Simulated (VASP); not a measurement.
# SiO2 (P-3m1) in VASP: further runs

The runs below take SiO2 through single point, phonons, with PBE+D3(BJ).

Everything below comes from runs of VASP 6.6.1. Logs are shortened: lines on timing, memory, paths and dates and some standing lists are left out, and cuts for length are marked.

**1. The cell of the first run**

The structure is trigonal, space group P-3m1 (No. 164). Conventional cell: a = 2.687 Å, b = 2.687 Å, c = 4.603 Å, α = 90.00°, β = 90.00°, γ = 120.00°. Si (site symmetry -3m) has 6 O at 1.80 Å within 2.4 Å. Within 2.5 Å of O (site symmetry 3m) lie 3 Si at 1.80 Å and 3 O at 2.40 Å.

**2. Single point, PBE+D3(BJ)**

Input file POSCAR:

```
SiO2
1.0
    2.6865491418      0.0000000000      0.0000000000
   -1.3432745709      2.3266198053      0.0000000000
    0.0000000000      0.0000000000      4.6030312395
Si O
1 2
Direct
    0.0000000000      0.0000000000      0.5000000000
    0.3333333333      0.6666666667      0.6989404799
    0.6666666667      0.3333333333      0.3010595201
```

Input file INCAR.step1:

```
PREC = Accurate
ENCUT = 520
EDIFF = 1E-6
ISMEAR = 0
SIGMA = 0.02
LREAL = False
LASPH = True
NELM = 60
ALGO = Normal
ISIF = 2
LWAVE = False
LCHARG = True
GGA = PE
IVDW = 12
NBANDS = 15
```

Input file KPOINTS.step1:

```
Automatic mesh
0
Gamma
  12 12 6
```

Input file INCAR.step2:

```
PREC = Accurate
ENCUT = 520
EDIFF = 1E-6
ISMEAR = -5
SIGMA = 0.02
LREAL = False
LASPH = True
NELM = 60
ALGO = Normal
ISIF = 2
LWAVE = False
LCHARG = False
GGA = PE
IVDW = 12
LORBIT = 11
NEDOS = 2001
ICHARG = 11
```

Input file KPOINTS.step2:

```
Automatic mesh
0
Gamma
  18 18 9
```

Potentials or basis: VASP PAW PBE potentials, release 64 (Si, O).

The run is started by

```console
cat potpaw_PBE.64/Si/POTCAR potpaw_PBE.64/O/POTCAR > POTCAR
cp INCAR.step1 INCAR
cp KPOINTS.step1 KPOINTS
mpirun -np 1 vasp_std > vasp.out
cp INCAR.step2 INCAR
cp KPOINTS.step2 KPOINTS
mpirun -np 1 vasp_std > vasp.out
```

OUTCAR:

```text
PREC = Accurate
   ENCUT = 520
   EDIFF = 1E-6
   ISMEAR = -5
   LREAL = False
   LASPH = True
   NELM = 60
   ISIF = 2
   GGA = PE
   IVDW = 12
   LORBIT = 11
   ICHARG = 11
 IVDW          = 12

 ion  position               nearest neighbor table
   1  0.000  0.000  0.500-   2 1.80   3 1.80   2 1.80   3 1.80   3 1.80   2 1.80
   2  0.333  0.667  0.699-   1 1.80   1 1.80   1 1.80
   3  0.667  0.333  0.301-   1 1.80   1 1.80   1 1.80

  LATTYP: Found a hexagonal cell.
 ALAT       =     2.6865491418
 C/A-ratio  =     1.7133620107

  Lattice vectors:

 A1 = (   2.6865491418,   0.0000000000,   0.0000000000)
 A2 = (  -1.3432745709,   2.3266198053,   0.0000000000)
 A3 = (   0.0000000000,   0.0000000000,   4.6030312395)

Analysis of symmetry for initial positions (statically):
=====================================================================
 Subroutine PRICEL returns:
 Original cell was already a primitive cell.

 Routine SETGRP: Setting up the symmetry group for a
 hexagonal supercell.

 Subroutine GETGRP returns: Found 12 space group operations
 (whereof 12 operations were pure point group operations)
 out of a pool of 24 trial point group operations.

The static configuration has the point symmetry D_3d.

Analysis of symmetry for dynamics (positions and initial velocities):
=====================================================================
 Subroutine PRICEL returns:
 Original cell was already a primitive cell.

 Routine SETGRP: Setting up the symmetry group for a
 hexagonal supercell.

 Subroutine GETGRP returns: Found 12 space group operations
 (whereof 12 operations were pure point group operations)
 out of a pool of 24 trial point group operations.

The dynamic configuration has the point symmetry D_3d.

 Subroutine INISYM returns: Found 12 space group operations
 (whereof 12 operations are pure point group operations),
 and found     1 'primitive' translations

----------------------------------------------------------------------------------------

                                     Primitive cell

  volume of cell :      28.7716

  direct lattice vectors                    reciprocal lattice vectors
     2.686549142  0.000000000  0.000000000     0.372224719  0.214904042  0.000000000
    -1.343274571  2.326619805  0.000000000     0.000000000  0.429808084  0.000000000
     0.000000000  0.000000000  4.603031239     0.000000000  0.000000000  0.217248145

  length of vectors
     2.686549142  2.686549142  4.603031239     0.429808084  0.429808084  0.217248145

  position of ions in fractional coordinates (direct lattice)
     0.000000000  0.000000000  0.500000000
     0.333333333  0.666666667  0.698940480
     0.666666667  0.333333333  0.301059520

  ion indices of the primitive-cell ions
   primitive index   ion index
                 1           1
                 2           2
                 3           3

----------------------------------------------------------------------------------------

 KPOINTS: Automatic mesh

Automatic generation of k-mesh.
 Grid dimensions read from file:
 generate k-points for:   18   18    9

 Generating k-lattice:

  Cartesian coordinates                     Fractional coordinates (reciprocal lattice)
     0.020679151  0.011939113  0.000000000     0.055555556 -0.000000000  0.000000000
     0.000000000  0.023878227  0.000000000     0.000000000  0.055555556  0.000000000
     0.000000000  0.000000000  0.024138683     0.000000000  0.000000000  0.111111111

  Length of vectors
     0.023878227  0.023878227  0.024138683

  Shift w.r.t. Gamma in fractional coordinates (k-lattice)
     0.000000000  0.000000000  0.000000000

 TETIRR: Found   4263 inequivalent tetrahedra from    17496

 Subroutine IBZKPT returns following result:
 ===========================================

 Found    293 irreducible k-points:

 Following reciprocal coordinates:
            Coordinates               Weight
  0.000000  0.000000  0.000000      1.000000
  0.055556  0.000000  0.000000      6.000000
  0.111111  0.000000  0.000000      6.000000
  0.166667  0.000000  0.000000      6.000000
  0.222222  0.000000  0.000000      6.000000
  0.277778  0.000000  0.000000      6.000000
[... 16 lines left out ...]
  0.333333  0.111111  0.000000     12.000000
  0.388889  0.111111  0.000000     12.000000
 [... further k-points ...]
   k-points           NKPTS =    293   k-points in BZ     NKDIM =    293   number of bands    NBANDS=     12
   number of dos      NEDOS =   2001   number of ions     NIONS =      3
   total plane-waves  NPLWV =  14400
   dimension x,y,z NGX =    20 NGY =   20 NGZ =   36
   dimension x,y,z NGXF=    40 NGYF=   40 NGZF=   72
   ions per type =               1   2
   NGX,Y,Z   is equivalent  to a cutoff of  12.38, 12.38, 13.00 a.u.
   NGXF,Y,Z  is equivalent  to a cutoff of  24.75, 24.75, 26.00 a.u.
 SYSTEM =  unknown system
   PREC   = accura    normal or accurate (medium, high low for compatibility)
   ISTART =      0    job   : 0-new  1-cont  2-samecut
   ICHARG =     11    charge: 1-file 2-atom 10-const
   ISPIN  =      1    spin polarized calculation?
   LNONCOLLINEAR =      F non collinear calculations
   LSORBIT =      F    spin-orbit coupling
   LASPH  =      T    aspherical Exc in radial PAW
   ENCUT  =  520.0 eV  38.22 Ry    6.18 a.u.   5.00  5.00  8.56*2*pi/ulx,y,z
   NELM   =     60;   NELMIN=  2; NELMDL=  0     # of ELM steps
   EDIFF  = 0.1E-05   stopping-criterion for ELM
   LREAL  =      F    real-space projection
   EDIFFG = 0.1E-04   stopping-criterion for IOM
   NSW    =      0    number of steps for IOM
   IBRION =     -1    ionic relax: 0-MD 1-quasi-New 2-CG
   NFREE  =      0    steps in history (QN), initial steepest desc. (CG)
   ISIF   =      2    stress and relaxation
   ISYM   =      2    0-nonsym 1-usesym 2-fastsym
   POTIM  = 0.5000    time-step for ionic-motion
   TEBEG  =    0.0;   TEEND  =   0.0 temperature during run
   PSTRESS=    0.0 pullay stress
   NELECT =      16.0000    total number of electrons
   NUPDOWN=      -1.0000    fix difference up-down
   EMIN   =  10.00;   EMAX   =-10.00  energy-range for DOS
   EFERMI =   0.00;   METHOD = LEGACY
   ISMEAR =    -5;   SIGMA  =   0.02  broadening in eV -4-tet -1-fermi 0-gaus
   EFERMI_NEDOS =   21; number of points for ismear=-14 and -15
   IALGO  =     38    algorithm
   IMIX   =      4    mixing-type and parameters
     AMIX     =   0.40;   BMIX     =  1.00
     AMIX_MAG =   1.60;   BMIX_MAG =  1.00
  volume/ion in A,a.u.               =       9.59        64.72
  Fermi-wavevector in a.u.,A,eV,Ry     =   1.346253  2.544050 24.659171  1.812398
  Thomas-Fermi vector in A             =   2.474100
   LORBIT       =     11    0 simple, 1 ext, 2 COOP (PROOUT), +10 PAW based schemes
   GGA     = PE    functional components
   LHFCALC =     F    Hartree Fock is set to
   AEXX    =    0.0000 exact exchange contribution
   IVDW    =    12    specifies the selected vdW correction
   LEPSILON=     F    determine dielectric tensor
   LRPA    =     F    only Hartree local field effects (RPA)
 non-spin polarized calculation
 Fermi weights with tetrahedron method with Bloechl corrections
  energy-cutoff  :      520.00
  volume of cell :       28.77
 maximum number of plane-waves:       801

 number of electron      15.9999993 magnetization

 Free energy of the ion-electron system (eV)
  ---------------------------------------------------
  ext. energy  EPLUGINS =         0.00000000
  ---------------------------------------------------
  free energy    TOTEN  =       -22.72585525 eV

  energy without entropy =      -22.72585525  energy(sigma->0) =      -22.72585525

 E-fermi :   4.1687     XC(G=0): -10.7440

 val. band max:        4.1534765834   @ k =   0.1111   0.1111   0.0000
 cond. band min:      10.2760174163   @ k =   0.0000   0.0000   0.0000
 fundamental gap:      6.1225408329
 Fermi energy:         4.1687476551

 k-point     1 :       0.0000    0.0000    0.0000
  band No.  band energies     occupation
      1     -17.3659      2.00000
      2     -13.4652      2.00000
      3      -1.2156      2.00000
      4       1.8198      2.00000
      5       1.8198      2.00000
      6       2.9169      2.00000
      7       2.9169      2.00000
      8       3.8889      2.00000
      9      10.2760      0.00000
     10      12.3407      0.00000
     11      17.3492      0.00000
     12      17.3603      0.00000

 k-point     2 :       0.0556    0.0000    0.0000
  band No.  band energies     occupation
      1     -17.3114      2.00000
      2     -13.4441      2.00000
      3      -1.1800      2.00000
      4       1.5144      2.00000
      5       1.7344      2.00000
      6       2.7280      2.00000
      7       2.9290      2.00000
      8       3.9687      2.00000
      9      10.4974      0.00000
     10      12.5236      0.00000
     11      16.8736      0.00000
     12      17.4539      0.00000

 k-point     3 :       0.1111    0.0000    0.0000
  band No.  band energies     occupation
      1     -17.1498      2.00000
      2     -13.3845      2.00000
      3      -1.0834      2.00000
      4       0.7734      2.00000
      5       1.5144      2.00000
      6       2.2324      2.00000
      7       2.9407      2.00000
      8       4.0962      2.00000
      9      11.0642      0.00000
     10      13.0094      0.00000
     11      16.2149      0.00000
     12      17.7489      0.00000

 k-point     4 :       0.1667    0.0000    0.0000
  band No.  band energies     occupation
      1     -16.8865      2.00000
      2     -13.2979      2.00000
      3      -0.9763      2.00000
      4      -0.1534      2.00000
      5       1.2244      2.00000
      6       1.6098      2.00000
      7       2.9193      2.00000
      8       4.1482      2.00000
      9      11.7757      0.00000
     10      13.5763      0.00000
     11      15.7541      0.00000
     12      18.1774      0.00000

 k-point     5 :       0.2222    0.0000    0.0000
  band No.  band energies     occupation
      1     -16.5318      2.00000
      2     -13.2043      2.00000
      3      -1.2988      2.00000
      4      -0.7710      2.00000
      5       0.9162      2.00000
      6       1.0709      2.00000
      7       2.8583      2.00000
      8       4.0949      2.00000
      9      12.4054      0.00000
     10      13.8161      0.00000
     11      15.8917      0.00000
     12      18.1427      0.00000
[... 228 lines left out ...]
      1     -15.9630      2.00000
      2     -13.1097      2.00000
      3      -2.1271      2.00000
      4      -1.2786      2.00000
      5      -0.0600      2.00000
      6       1.4286      2.00000
      7       2.3343      2.00000
      8       3.9662      2.00000
      9      13.1213      0.00000
     10      14.5209      0.00000
     11      16.1002      0.00000
     12      17.6462      0.00000

 k-point    22 :       0.2778    0.1111    0.0000
  band No.  band energies     occupation
      1     -15.4938      2.00000
      2     -13.1028      2.00000
      3      -2.9366      2.00000
      4      -1.6109      2.00000
      5      -0.1397      2.00000
      6       1.3218      2.00000
      7       2.2436      2.00000
      8       3.7686      2.00000
      9      13.0349      0.00000
     10      14.7111      0.00000
     11      16.8203      0.00000
     12      17.5581      0.00000

 k-point    23 :       0.3333    0.1111    0.0000
  band No.  band energies     occupation
      1     -15.0162      2.00000
      2     -13.1746      2.00000
      3      -3.5750      2.00000
      4      -1.8771      2.00000
      5      -0.3296      2.00000
      6       1.4038      2.00000
      7       2.2319      2.00000
      8       3.5171      2.00000
      9      12.8125      0.00000
     10      14.9077      0.00000
     11      16.8399      0.00000
     12      17.9495      0.00000

 k-point    24 :       0.3889    0.1111    0.0000
  band No.  band energies     occupation
      1     -14.6024      2.00000
      2     -13.3151      2.00000
      3      -3.9806      2.00000
      4      -2.0474      2.00000
      5      -0.5046      2.00000
      6       1.4996      2.00000
      7       2.3373      2.00000
      8       3.2520      2.00000
      9      12.6410      0.00000
     10      15.0237      0.00000
     11      16.5948      0.00000
     12      18.4219      0.00000

 [... further k-points ...]

------------------------ aborting loop because EDIFF is reached ----------------------------------------

 Edisp (eV)   -0.55987

 E8    (eV) :    -0.1877

  FORCE on cell =-STRESS in cart. coord.  units (eV):
  Direction    XX          YY          ZZ          XY          YZ          ZX
  --------------------------------------------------------------------------------------
  -------------------------------------------------------------------------------------
  Total       0.14141     0.14141    -0.03290     0.00000     0.00000     0.00000
  in kB       7.87435     7.87435    -1.83233     0.00000     0.00000     0.00000
  external pressure =        4.64 kB  Pullay stress =        0.00 kB

 VOLUME and BASIS-vectors are now :
 -----------------------------------------------------------------------------
  energy-cutoff  :      520.00
  volume of cell :       28.77
      direct lattice vectors                 reciprocal lattice vectors
     2.686549142  0.000000000  0.000000000     0.372224719  0.214904042  0.000000000
    -1.343274571  2.326619805  0.000000000     0.000000000  0.429808084  0.000000000
     0.000000000  0.000000000  4.603031239     0.000000000  0.000000000  0.217248145

 POSITION                                       TOTAL-FORCE (eV/Angst)
 -----------------------------------------------------------------------------------
      0.00000      0.00000      2.30152         0.000000      0.000000      0.000000
     -0.00000      1.55108      3.21724         0.000000     -0.000000      0.011013
      1.34327      0.77554      1.38579        -0.000000      0.000000     -0.011013
 -----------------------------------------------------------------------------------
    total drift:                               -0.000000     -0.000000     -0.000000

  FREE ENERGIE OF THE ION-ELECTRON SYSTEM (eV)
  ---------------------------------------------------
  free  energy   TOTEN  =       -23.2857292692 eV

  energy  without entropy=      -23.2857292692  energy(sigma->0) =      -23.28572927

 total charge

# of ion       s       p       d       tot
------------------------------------------
    1        0.603   0.874   0.000   1.477
    2        1.566   3.607   0.000   5.173
    3        1.566   3.607   0.000   5.173
--------------------------------------------------
tot          3.734   8.089   0.000  11.823
```

Wall time 92 s (1 thread of Intel Xeon 8259CL, shared host); peak memory 0.23 GiB.

Results:

| Item | Value |
| --- | --- |
| Valence electrons inside the program's atomic spheres | Si 1.48; O 5.17 |
| Dispersion energy per atom | -0.187 eV |

Levels at points of the mesh, in eV from the valence-band top:
```
           k point  band 4  band 5  band 6  band 7  band 8  band 9  band 10  band 11  band 12
(0.00, 0.00, 0.00)   -2.33   -2.33   -1.24   -1.24   -0.26    6.12     8.19    13.20    13.21
(0.50, 0.00, 0.00)   -6.39   -4.12   -2.29   -1.64   -1.21    7.70    10.23    12.28    14.57
```

(Continued in part 2 of 2.)
